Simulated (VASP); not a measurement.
Wanted: the native input for a VASP 6.6.1 run.

```
Task                   : electric field gradients
Functional             : PBE
Potentials or basis    : VASP PAW PBE potentials, release 64 (Hf_pv)
Cutoff                 : 520 eV
k mesh                 : 16 × 16 × 16
Occupations            : fermi-dirac, width 0.08 eV
Spin                   : no spin polarisation
Dipole correction      : no
Further INCAR settings : ALGO = Normal; EDIFF = 1e-08; NBANDS = 11
```

The structure of Hf lies in POSCAR:

```
Hf
1.0
   -1.8050000000      1.8050000000      1.8050000000
    1.8050000000     -1.8050000000      1.8050000000
    1.8050000000      1.8050000000     -1.8050000000
Hf
1
Direct
    0.0000000000      0.0000000000      0.0000000000
```

The input as run:

INCAR

```
SYSTEM = Hf
PREC = Accurate
ENCUT = 520
EDIFF = 1E-8
ISMEAR = -1
SIGMA = 0.08
LREAL = .FALSE.
LASPH = .TRUE.
NELM = 60
ALGO = Normal
ISIF = 2
LWAVE = .FALSE.
LCHARG = .FALSE.
GGA = PE
LEFG = .TRUE.
NBANDS = 11
```

KPOINTS

```
regular mesh
0
G
  16 16 16
  0 0 0
```

Potentials or basis: VASP PAW PBE potentials, release 64 (Hf_pv).

Run with:

```sh
$ cat potpaw_PBE.64/Hf_pv/POTCAR > POTCAR
$ mpirun -np 1 vasp_std > vasp.out
```

It gave:

The pressure is -5.1 GPa and the band gap on the k mesh is zero (band 5 reaches 5.73 eV, above the bottom of band 6 at 3.55 eV).

Caveat: without QUAD_EFG the Cq values of the log hold for a quadrupole moment of 1 mb, not for the nuclei; spin-orbit coupling is left out, which moves the levels of the heavy elements.

Wall time 44 s on 1 thread of AMD EPYC 7R43 64-Core Processor (Zen 3), on a shared host, peak memory 0.13 GiB.
